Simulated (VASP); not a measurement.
# MnSn3 (Fm-3m) in VASP: further runs

The runs below take MnSn3 through single point, with PBE.

All numbers are computed with VASP 6.6.1; they aren't measurements. Logs are shortened: lines on timing, memory, paths and dates and some standing lists are left out, and cuts for length are marked.

## Step 1: The cell of the first run

It takes space group Fm-3m (No. 225, cubic). The conventional cell has a = 7.753 Å, b = 7.753 Å, c = 7.753 Å, α = 90.00°, β = 90.00°, γ = 90.00°. Sn (site symmetry -43m) has 10 Sn at 3.36 to 3.88 Å and 4 Mn at 3.36 Å within 4.4 Å. Sn (site symmetry m-3m) has 8 Sn at 3.36 Å and 6 Mn at 3.88 Å within 4.4 Å. Within 4.4 Å of Mn (site symmetry m-3m) lie 14 Sn at 3.36 to 3.88 Å.

## Step 2: Single point, PBE

File INCAR:

```
SYSTEM = MnSn3
PREC = Accurate
ENCUT = 520
EDIFF = 1E-7
ISMEAR = 0
SIGMA = 0.1
LREAL = .FALSE.
LASPH = .TRUE.
NELM = 100
ALGO = Fast
ISIF = 2
LWAVE = .FALSE.
LCHARG = .TRUE.
GGA = PE
LELF = .TRUE.
LVHAR = .TRUE.
NBANDS = 36
```

File KPOINTS:

```
regular mesh
0
G
  10 10 10
  0 0 0
```

File POSCAR:

```
MnSn3
1.0
    0.0000000000      3.8765239294      3.8765239294
    3.8765239294      0.0000000000      3.8765239294
    3.8765239294      3.8765239294      0.0000000000
Sn Mn
3 1
Direct
    0.2500000000      0.2500000000      0.2500000000
    0.7500000000      0.7500000000      0.7500000000
    0.5000000000      0.5000000000      0.5000000000
    0.0000000000      0.0000000000      0.0000000000
```

Potentials or basis: VASP PAW PBE potentials, release 64 (Sn_d, Mn_pv).

Command:

```console
cat potpaw_PBE.64/Sn_d/POTCAR potpaw_PBE.64/Mn_pv/POTCAR > POTCAR
mpirun -np 1 vasp_std > vasp.out
```

OUTCAR:

```text
SYSTEM = MnSn3
   PREC = Accurate
   ENCUT = 520
   EDIFF = 1E-7
   ISMEAR = 0
   LREAL = .FALSE.
   LASPH = .TRUE.
   NELM = 100
   ISIF = 2
   GGA = PE

 ion  position               nearest neighbor table
   1  0.250  0.250  0.250-   3 3.36   4 3.36   4 3.36   4 3.36   4 3.36   3 3.36   3 3.36   3 3.36

   2  0.750  0.750  0.750-   3 3.36   4 3.36   3 3.36   3 3.36   3 3.36   4 3.36   4 3.36   4 3.36

   3  0.500  0.500  0.500-   1 3.36   2 3.36   1 3.36   1 3.36   1 3.36   2 3.36   2 3.36   2 3.36

   4  0.000  0.000  0.000-   1 3.36   2 3.36   2 3.36   2 3.36   2 3.36   1 3.36   1 3.36   1 3.36

  LATTYP: Found a face centered cubic cell.
 ALAT       =     7.7530478588

  Lattice vectors:

 A1 = (   0.0000000000,   3.8765239294,   3.8765239294)
 A2 = (   3.8765239294,   0.0000000000,   3.8765239294)
 A3 = (   3.8765239294,   3.8765239294,   0.0000000000)

Analysis of symmetry for initial positions (statically):
=====================================================================
 Subroutine PRICEL returns:
 Original cell was already a primitive cell.

 Routine SETGRP: Setting up the symmetry group for a
 face centered cubic supercell.

 Subroutine GETGRP returns: Found 48 space group operations
 (whereof 48 operations were pure point group operations)
 out of a pool of 48 trial point group operations.

The static configuration has the point symmetry O_h .

Analysis of symmetry for dynamics (positions and initial velocities):
=====================================================================
 Subroutine PRICEL returns:
 Original cell was already a primitive cell.

 Routine SETGRP: Setting up the symmetry group for a
 face centered cubic supercell.

 Subroutine GETGRP returns: Found 48 space group operations
 (whereof 48 operations were pure point group operations)
 out of a pool of 48 trial point group operations.

The dynamic configuration has the point symmetry O_h .

 Subroutine INISYM returns: Found 48 space group operations
 (whereof 48 operations are pure point group operations),
 and found     1 'primitive' translations

----------------------------------------------------------------------------------------

                                     Primitive cell

  volume of cell :     116.5084

  direct lattice vectors                    reciprocal lattice vectors
     0.000000000  3.876523929  3.876523929    -0.128981533  0.128981533  0.128981533
     3.876523929  0.000000000  3.876523929     0.128981533 -0.128981533  0.128981533
     3.876523929  3.876523929  0.000000000     0.128981533  0.128981533 -0.128981533

  length of vectors
     5.482232716  5.482232716  5.482232716     0.223402569  0.223402569  0.223402569

  position of ions in fractional coordinates (direct lattice)
     0.250000000  0.250000000  0.250000000
     0.750000000  0.750000000  0.750000000
     0.500000000  0.500000000  0.500000000
     0.000000000  0.000000000  0.000000000

  ion indices of the primitive-cell ions
   primitive index   ion index
                 1           1
                 2           2
                 3           3
                 4           4

----------------------------------------------------------------------------------------

 KPOINTS: regular mesh

Automatic generation of k-mesh.
 Grid dimensions read from file:
 generate k-points for:   10   10   10

 Generating k-lattice:

  Cartesian coordinates                     Fractional coordinates (reciprocal lattice)
    -0.012898153  0.012898153  0.012898153     0.100000000  0.000000000  0.000000000
     0.012898153 -0.012898153  0.012898153     0.000000000  0.100000000  0.000000000
     0.012898153  0.012898153 -0.012898153     0.000000000  0.000000000  0.100000000

  Length of vectors
     0.022340257  0.022340257  0.022340257

  Shift w.r.t. Gamma in fractional coordinates (k-lattice)
     0.000000000  0.000000000  0.000000000

 Subroutine IBZKPT returns following result:
 ===========================================

 Found     47 irreducible k-points:

 Following reciprocal coordinates:
            Coordinates               Weight
  0.000000  0.000000  0.000000      1.000000
  0.100000  0.000000  0.000000      8.000000
  0.200000  0.000000  0.000000      8.000000
  0.300000  0.000000  0.000000      8.000000
  0.400000  0.000000  0.000000      8.000000
  0.500000  0.000000  0.000000      4.000000
[... 16 lines left out ...]
  0.300000  0.300000  0.000000      6.000000
  0.400000  0.300000  0.000000     24.000000
 [... further k-points ...]
   k-points           NKPTS =     47   k-points in BZ     NKDIM =     47   number of bands    NBANDS=     36
   number of dos      NEDOS =    301   number of ions     NIONS =      4
   total plane-waves  NPLWV =  74088
   dimension x,y,z NGX =    42 NGY =   42 NGZ =   42
   dimension x,y,z NGXF=    84 NGYF=   84 NGZF=   84
   ions per type =               3   1
   NGX,Y,Z   is equivalent  to a cutoff of  12.74, 12.74, 12.74 a.u.
   NGXF,Y,Z  is equivalent  to a cutoff of  25.47, 25.47, 25.47 a.u.
 SYSTEM =  MnSn3
   PREC   = accura    normal or accurate (medium, high low for compatibility)
   ISTART =      0    job   : 0-new  1-cont  2-samecut
   ICHARG =      2    charge: 1-file 2-atom 10-const
   ISPIN  =      1    spin polarized calculation?
   LNONCOLLINEAR =      F non collinear calculations
   LSORBIT =      F    spin-orbit coupling
   LASPH  =      T    aspherical Exc in radial PAW
   ENCUT  =  520.0 eV  38.22 Ry    6.18 a.u.  10.19 10.19 10.19*2*pi/ulx,y,z
   NELM   =    100;   NELMIN=  2; NELMDL= -5     # of ELM steps
   EDIFF  = 0.1E-06   stopping-criterion for ELM
   LREAL  =      F    real-space projection
   EDIFFG = 0.1E-05   stopping-criterion for IOM
   NSW    =      0    number of steps for IOM
   IBRION =     -1    ionic relax: 0-MD 1-quasi-New 2-CG
   NFREE  =      0    steps in history (QN), initial steepest desc. (CG)
   ISIF   =      2    stress and relaxation
   ISYM   =      2    0-nonsym 1-usesym 2-fastsym
   POTIM  = 0.5000    time-step for ionic-motion
   TEBEG  =    0.0;   TEEND  =   0.0 temperature during run
   PSTRESS=    0.0 pullay stress
   NELECT =      55.0000    total number of electrons
   NUPDOWN=      -1.0000    fix difference up-down
   EMIN   =  10.00;   EMAX   =-10.00  energy-range for DOS
   EFERMI =   0.00;   METHOD = LEGACY
   ISMEAR =     0;   SIGMA  =   0.10  broadening in eV -4-tet -1-fermi 0-gaus
   EFERMI_NEDOS =   21; number of points for ismear=-14 and -15
   IALGO  =     68    algorithm
   IMIX   =      4    mixing-type and parameters
     AMIX     =   0.40;   BMIX     =  1.00
     AMIX_MAG =   1.60;   BMIX_MAG =  1.00
  volume/ion in A,a.u.               =      29.13       196.56
  Fermi-wavevector in a.u.,A,eV,Ry     =   1.274706  2.408844 22.107761  1.624875
  Thomas-Fermi vector in A             =   2.407459
   LORBIT       =      0    0 simple, 1 ext, 2 COOP (PROOUT), +10 PAW based schemes
   GGA     = PE    functional components
   LHFCALC =     F    Hartree Fock is set to
   AEXX    =    0.0000 exact exchange contribution
   IVDW    =     0    specifies the selected vdW correction
   LEPSILON=     F    determine dielectric tensor
   LRPA    =     F    only Hartree local field effects (RPA)
 non-spin polarized calculation
 RMM-DIIS sequential band-by-band and
 Gauss-broadening in eV      SIGMA  =   0.10
  energy-cutoff  :      520.00
  volume of cell :      116.51
 maximum number of plane-waves:      3170
 NGX is ok and might be reduce to    42
   NGX = 21   NGY = 21   NGZ = 21

 number of electron      55.0000002 magnetization

 Free energy of the ion-electron system (eV)
  ---------------------------------------------------
  ext. energy  EPLUGINS =         0.00000000
  ---------------------------------------------------
  free energy    TOTEN  =       -16.55287709 eV

  energy without entropy =      -16.48482128  energy(sigma->0) =      -16.51884919

 E-fermi :   5.7495     XC(G=0):  -9.7850

 val. band max:        5.7492760535   @ k =   0.5000   0.3000   0.1000
 cond. band min:       5.7528183380   @ k =  -0.4000   0.3000   0.1000
 fundamental gap:      0.0035422845
 Fermi energy:         5.7495156100

 k-point     1 :       0.0000    0.0000    0.0000
  band No.  band energies     occupation
      1     -41.6423      2.00000
      2     -41.6423      2.00000
      3     -41.6423      2.00000
      4     -15.7060      2.00000
      5     -15.7060      2.00000
      6     -15.7060      2.00000
[... 28 lines left out ...]
     35       7.4948      0.00000
     36       8.3805      0.00000

 k-point     2 :       0.1000    0.0000    0.0000
  band No.  band energies     occupation
      1     -41.6423      2.00000
      2     -41.6423      2.00000
      3     -41.6423      2.00000
      4     -15.7067      2.00000
      5     -15.7067      2.00000
      6     -15.7059      2.00000
[... 28 lines left out ...]
     35       7.5828      0.00000
     36       9.1523      0.00000

 k-point     3 :       0.2000    0.0000    0.0000
  band No.  band energies     occupation
      1     -41.6423      2.00000
      2     -41.6423      2.00000
      3     -41.6423      2.00000
      4     -15.7085      2.00000
      5     -15.7085      2.00000
      6     -15.7052      2.00000
[... 28 lines left out ...]
     35       8.1449      0.00000
     36      10.4542      0.00000

 k-point     4 :       0.3000    0.0000    0.0000
  band No.  band energies     occupation
      1     -41.6423      2.00000
      2     -41.6423      2.00000
      3     -41.6423      2.00000
      4     -15.7108      2.00000
      5     -15.7108      2.00000
      6     -15.7039      2.00000
[... 28 lines left out ...]
     35       9.3491      0.00000
     36      11.0603      0.00000

 k-point     5 :       0.4000    0.0000    0.0000
  band No.  band energies     occupation
      1     -41.6423      2.00000
      2     -41.6423      2.00000
      3     -41.6423      2.00000
      4     -15.7126      2.00000
      5     -15.7126      2.00000
      6     -15.7025      2.00000
[... 655 lines left out ...]
 k-point    22 :      -0.2000    0.2000    0.0000
  band No.  band energies     occupation
      1     -41.6423      2.00000
      2     -41.6423      2.00000
      3     -41.6423      2.00000
      4     -15.7109      2.00000
      5     -15.7107      2.00000
      6     -15.7047      2.00000
[... 28 lines left out ...]
     35      10.1752      0.00000
     36      10.3907      0.00000

 k-point    23 :       0.3000    0.3000    0.0000
  band No.  band energies     occupation
      1     -41.6423      2.00000
      2     -41.6423      2.00000
      3     -41.6423      2.00000
      4     -15.7137      2.00000
      5     -15.7137      2.00000
      6     -15.6992      2.00000
[... 28 lines left out ...]
     35      10.1312      0.00000
     36      10.7179      0.00000

 k-point    24 :       0.4000    0.3000    0.0000
  band No.  band energies     occupation
      1     -41.6423      2.00000
      2     -41.6423      2.00000
      3     -41.6423      2.00000
      4     -15.7149      2.00000
      5     -15.7143      2.00000
      6     -15.6987      2.00000
[... 28 lines left out ...]
     35      10.4107      0.00000
     36      10.7274      0.00000

 [... further k-points ...]
[... 5 lines left out ...]
  --------------------------------------------------------------------------------------
  -------------------------------------------------------------------------------------
  Total       -7.4688903     -7.4688903     -7.4688903      0.0000000     -0.0000000     -0.0000000
  in kB     -102.7091790   -102.7091790   -102.7091790      0.0000000     -0.0000000     -0.0000000
  external PRESSURE =    -102.7091790 kB  Pullay stress =       0.0000000 kB

 VOLUME and BASIS-vectors are now :
 -----------------------------------------------------------------------------
  energy-cutoff  :      520.00
  volume of cell :      116.51
      direct lattice vectors                 reciprocal lattice vectors
     0.000000000  3.876523929  3.876523929    -0.128981533  0.128981533  0.128981533
     3.876523929  0.000000000  3.876523929     0.128981533 -0.128981533  0.128981533
     3.876523929  3.876523929  0.000000000     0.128981533  0.128981533 -0.128981533

 POSITION                                       TOTAL-FORCE (eV/Angst)
 -----------------------------------------------------------------------------------
      1.93826      1.93826      1.93826        -0.000000     -0.000000     -0.000000
      5.81479      5.81479      5.81479         0.000000      0.000000      0.000000
      3.87652      3.87652      3.87652         0.000000     -0.000000     -0.000000
      0.00000      0.00000      0.00000         0.000000     -0.000000     -0.000000
 -----------------------------------------------------------------------------------
    total drift:                               -0.000000     -0.000000      0.000000

  FREE ENERGIE OF THE ION-ELECTRON SYSTEM (eV)
  ---------------------------------------------------
  free  energy   TOTEN  =       -16.5528770875 eV

  energy  without entropy=      -16.4848212837  energy(sigma->0) =      -16.51884919
```

Run time: 6.4 min. Hardware: 1 thread of AMD EPYC 9R14 (Zen 4), shared host; peak memory 0.32 GiB.

Results:

* Free energy: -16.5529 eV
* Pressure: -10.3 GPa
* Band gap on the k mesh: zero (an odd number of electrons rules out a gap without spin polarisation)

Levels at points of the mesh, in eV from the Fermi level:
```
           k point  band 25  band 26  band 27  band 28  band 29  band 30  band 31  band 32
(0.00, 0.00, 0.00)    -0.53    -0.53    -0.53    -0.19    -0.19     1.12     1.12     1.12
(0.50, 0.00, 0.00)    -0.47    -0.47    -0.22    -0.22     0.32     0.56     0.56     2.17
(0.50, 0.50, 0.00)    -0.27    -0.27    -0.10     0.02     0.24     2.57     3.23     3.23
```

Caveat: the cell stands under tension; spin-orbit coupling is left out, which moves the levels of the heavy elements; the run has no spin polarisation, though such a crystal can be magnetic.

## Step 3: Single point, PBE, collinear spin, ferromagnetic start

This run uses another cell than the first one, of 19.55 Å³/atom.

File INCAR:

```
PREC = Accurate
ENCUT = 520
EDIFF = 1E-6
ISMEAR = 0
SIGMA = 0.1
LREAL = False
LASPH = True
NELM = 150
ALGO = Fast
ISIF = 2
LWAVE = False
LCHARG = False
ISPIN = 2
MAGMOM = 0 0 0 4
LORBIT = 11
LMAXMIX = 4
GGA = PE
NBANDS = 40
```

File KPOINTS:

```
Automatic mesh
0
Gamma
  6 6 6
```

File POSCAR:

```
MnSn3
1.0
    0.0000000000      3.3941074405      3.3941074405
    3.3941074405      0.0000000000      3.3941074405
    3.3941074405      3.3941074405      0.0000000000
Sn Mn
3 1
Direct
    0.2500000000      0.2500000000      0.2500000000
    0.7500000000      0.7500000000      0.7500000000
    0.5000000000      0.5000000000      0.5000000000
    0.0000000000      0.0000000000      0.0000000000
```

Potentials or basis: VASP PAW PBE potentials, release 64 (Sn_d, Mn_pv).

Command:

```console
cat potpaw_PBE.64/Sn_d/POTCAR potpaw_PBE.64/Mn_pv/POTCAR > POTCAR
mpirun -np 1 vasp_std > vasp.out
```

It took 2.5 min on 1 thread of AMD EPYC 9R14 (Zen 4), shared host; peak memory 0.25 GiB.

Results (log left out):

```yaml
Free_energy: -18.2189 eV
Pressure: 18.7 GPa
Net_moment: 3.10 μB per cell
Site_moments: Sn -0.09, -0.03 (each value once); Mn +3.23 μB
Valence_electrons_inside_the_program's_atomic_spheres: Sn 12.41, 12.43 (each value once); Mn 11.54
```

Levels at points of the mesh, in eV from the Fermi level:
Spin up:
```csv
k point,band 25,band 26,band 27,band 28,band 29,band 30,band 31,band 32,band 33,band 34
"(0.00, 0.00, 0.00)",-2.51,-2.26,-1.34,-1.34,-1.34,0.45,0.45,0.45,1.42,1.42
"(0.50, 0.00, 0.00)",-2.37,-2.37,-1.48,-1.48,-0.70,-0.70,-0.22,3.80,4.33,5.30
"(0.50, 0.50, 0.00)",-2.42,-2.30,-2.30,-1.91,-1.14,4.39,4.39,4.65,5.09,5.09
```
Spin down:
| k point | band 22 | band 23 | band 24 | band 25 | band 26 | band 27 | band 28 | band 29 | band 30 | band 31 |
| --- | --- | --- | --- | --- | --- | --- | --- | --- | --- | --- |
| (0.00, 0.00, 0.00) | -2.87 | -2.87 | -2.21 | -1.37 | -1.37 | -1.37 | 0.37 | 0.37 | 1.65 | 1.65 |
| (0.50, 0.00, 0.00) | -3.61 | -3.61 | -1.73 | -1.45 | -1.45 | 0.12 | 0.12 | 1.70 | 1.91 | 1.91 |
| (0.50, 0.50, 0.00) | -5.18 | -5.18 | -2.79 | -0.02 | -0.02 | 0.68 | 1.27 | 1.46 | 4.63 | 4.64 |

Caveat: the cell stands under pressure; spin-orbit coupling is left out, which moves the levels of the heavy elements.

## Step 4: Single point, PBE, collinear spin, ferromagnetic start

This run uses another cell than the first one, of 24.68 Å³/atom.

File INCAR:

```
PREC = Accurate
ENCUT = 520
EDIFF = 1E-6
ISMEAR = 0
SIGMA = 0.1
LREAL = F
LASPH = T
NELM = 150
ALGO = Normal
ISIF = 2
LWAVE = F
LCHARG = F
ISPIN = 2
MAGMOM = 0 0 0 5
LORBIT = 11
LMAXMIX = 4
GGA = PE
NBANDS = 40
```

File KPOINTS:

```
Automatic mesh
0
Gamma
  10 10 10
```

File POSCAR:

```
MnSn3
1.0
    0.0000000000      3.6684432068      3.6684432068
    3.6684432068      0.0000000000      3.6684432068
    3.6684432068      3.6684432068      0.0000000000
Sn Mn
3 1
Direct
    0.2500000000      0.2500000000      0.2500000000
    0.7500000000      0.7500000000      0.7500000000
    0.5000000000      0.5000000000      0.5000000000
    0.0000000000      0.0000000000      0.0000000000
```

Command:

```console
cat potpaw_PBE.64/Sn_d/POTCAR potpaw_PBE.64/Mn_pv/POTCAR > POTCAR
mpirun -np 1 vasp_std > vasp.out
```

Wall time 12 min (1 thread of Intel Xeon 8259CL, shared host); peak memory 0.43 GiB.

The run converged. Its results:

| Property | Result |
| --- | --- |
| Free energy | -19.1696 eV |
| Pressure | -0.1 GPa |
| Net moment | 3.97 μB per cell |
| Site moments | Sn -0.07, -0.00 (each value once); Mn +3.96 μB |
| Valence electrons inside the program's atomic spheres | Sn 12.19, 12.20 (each value once); Mn 11.32 |

Levels at points of the mesh, in eV from the Fermi level:
Spin up:
```
           k point  band 25  band 26  band 27  band 28  band 29  band 30  band 31  band 32  band 33  band 34
(0.00, 0.00, 0.00)    -2.98    -2.98    -1.01    -1.01    -1.01    -0.21    -0.21    -0.21     1.18     1.18
(0.50, 0.00, 0.00)    -2.92    -2.92    -1.31    -1.27    -1.27    -1.16    -1.16     2.50     3.05     4.32
(0.50, 0.50, 0.00)    -2.93    -2.90    -2.90    -2.67    -2.24     3.17     3.37     3.37     4.15     4.15
```
Spin down:
```csv
k point,band 24,band 25,band 26,band 27,band 28,band 29
"(0.00, 0.00, 0.00)",-2.16,-1.00,-1.00,-1.00,0.51,0.51
"(0.50, 0.00, 0.00)",-1.75,-1.11,-1.11,0.33,0.33,1.26
"(0.50, 0.50, 0.00)",-2.62,0.20,0.20,0.74,1.02,1.19
```

Caveat: spin-orbit coupling is left out, which moves the levels of the heavy elements.

## Step 5: The runs side by side

```tsv
spin	cell	k mesh	gap on the mesh (eV)	pressure (GPa)	moment (μB)
off	a = 5.482 Å, angles 60.0°, 4 atoms	10 × 10 × 10	none	-10.3	-
collinear, ferromagnetic start	a = 4.800 Å, angles 60.0°, 4 atoms	6 × 6 × 6	none	18.7	3.10
collinear, ferromagnetic start	a = 5.188 Å, angles 60.0°, 4 atoms	10 × 10 × 10	none	-0.1	3.97
```

Alike in all rows: task single point; level PBE; potentials or basis VASP PAW PBE potentials, release 64 (Sn_d, Mn_pv); cutoff (eV) 520; smearing gaussian 0.1 eV.

Caveats: spin-orbit coupling is left out, which moves the levels of the heavy elements; the cell stands under tension (at least some runs); the cell stands under pressure (at least some runs).

Total energies depend on the potentials used, so only differences within one code and one set of settings carry meaning.

The gap in the log of VASP goes by the Fermi energy; the results here count the filled bands.